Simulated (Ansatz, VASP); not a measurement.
Ir: VASP beside Ansatz

```xyz
1
Lattice="0.0000 1.9379 1.9379 1.9379 0.0000 1.9379 1.9379 1.9379 0.0000" Properties=species:S:1:pos:R:3 pbc="T T T"
Ir    0.0000    0.0000    0.0000
```

Alike in both runs: functional PBE; k mesh 8 × 8 × 8; occupations gaussian, width 0.1 eV; no spin polarisation.

Ansatz relaxed the structure, and its values are those at the end. VASP's run is a single point on that final structure, the one shown.

|  | VASP | Ansatz |
| --- | --- | --- |
| version | VASP 6.6.1 | Ansatz 0.2.0 |
| potentials or method | VASP PAW PBE potentials, release 64 (Ir), cutoff 500 eV | scalar-relativistic, plane waves, PAW |
| valence electrons in the cell | 9 | 17 |

|  | VASP | Ansatz | Ansatz less VASP |
| --- | --- | --- | --- |
| gap on the k mesh at the Fermi level (eV) | none | none | - |
| pressure (GPa) | 0.4 | -0.1 | -0.52 |

A gap of «none» marks a metal or a gap that the smearing closes. The functional is the same, so the differences come from potentials, cutoffs and numerics. VASP's potentials hold 9 valence electrons a cell and Ansatz's 17, so a difference there can come from the potentials and not from the codes.

Spin-orbit coupling is off throughout.
